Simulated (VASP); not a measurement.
Set up this calculation in VASP 6.6.1, as the native input.

| Item | Value |
| --- | --- |
| Task | relaxation of cell and atoms |
| Functional | PBE |
| Potentials or basis | VASP PAW PBE potentials, release 64 (Ba_sv, Ca_sv, Br) |
| Cutoff | 600 eV |
| k mesh | 4 × 4 × 4 |
| Occupations | gaussian, width 0.1 eV |
| Spin | no spin polarisation |
| Dipole correction | no |
| Further INCAR settings | ALGO = Normal; EDIFF = 1e-06; IBRION = 2; EDIFFG = -0.04; NSW = 90; ISIF = 3 |

The structure of BaCaBr4 lies in POSCAR:

```
BaCaBr4
1.0
    6.5138363800      0.0000000000      0.0000000000
    0.0000000000      6.5138363800      0.0000000000
    0.0000000000      0.0000000000      4.9663996900
Ba Ca Br
1 1 4
Direct
    0.5000000000      0.5000000000      0.0000000000
    0.0000000000      0.0000000000      0.5000000000
    0.6813544100      0.0000000000      0.5000000000
    0.3186455900      0.0000000000      0.5000000000
    0.0000000000      0.6813544100      0.5000000000
    0.0000000000      0.3186455900      0.5000000000
```

The cell was generated, and may not be a known phase.

These files were run (other wordings do the same):

INCAR

```
PREC     = Accurate       # precision mode
ENCUT    = 600            # plane-wave cutoff, eV
EDIFF    = 1E-6           # SCF threshold, eV
ISMEAR   = 0              # smearing method
SIGMA    = 0.1            # smearing width, eV
LREAL    = F              # projectors in reciprocal space
LASPH    = T              # aspherical terms in the spheres
NELM     = 80             # most SCF steps
ALGO     = Normal         # electronic algorithm
ISIF     = 3              # what is computed and relaxed
LWAVE    = F              # write WAVECAR
LCHARG   = F              # write CHGCAR
GGA      = PE             # functional
IBRION   = 2              # ionic algorithm
NSW      = 90             # ionic steps
EDIFFG   = -0.04          # ionic threshold
```

KPOINTS

```
Automatic mesh
0
Gamma
  4 4 4
```

Potentials or basis: VASP PAW PBE potentials, release 64 (Ba_sv, Ca_sv, Br).

The run is started by

```bash
$ cat potpaw_PBE.64/Ba_sv/POTCAR potpaw_PBE.64/Ca_sv/POTCAR potpaw_PBE.64/Br/POTCAR > POTCAR
$ mpirun -np 1 vasp_std > vasp.out
```

It gave:

| Property | Result |
| --- | --- |
| Relaxed volume | 54.51 Å³/atom |
| Relaxed cell | a = 8.492 Å, b = 8.492 Å, c = 4.536 Å, α = 90.00°, β = 90.00°, γ = 90.00° |
| Space group after relaxing (to 0.1 Å) | P4/mmm (No. 123) |
| Energy gained by relaxing | 2547.5 meV/atom |
| Ionic steps | 16 |
| Pressure after relaxing | 0.1 GPa |
| Largest force after relaxing | 0.039 eV/Å |
| Band gap on the k mesh | zero (bands 24 and 25 overlap by 0.26 eV) |

Caveat: the volume moved by over 15 % at a fixed basis, so the end points are rough; semilocal functionals underestimate gaps, and a narrow one can read as zero; spin-orbit coupling is left out, which moves the levels of the heavy elements.

Run time: 21 min on 1 thread of AMD EPYC 7R13 Processor (Zen 3) (shared host), peak memory 0.42 GiB.
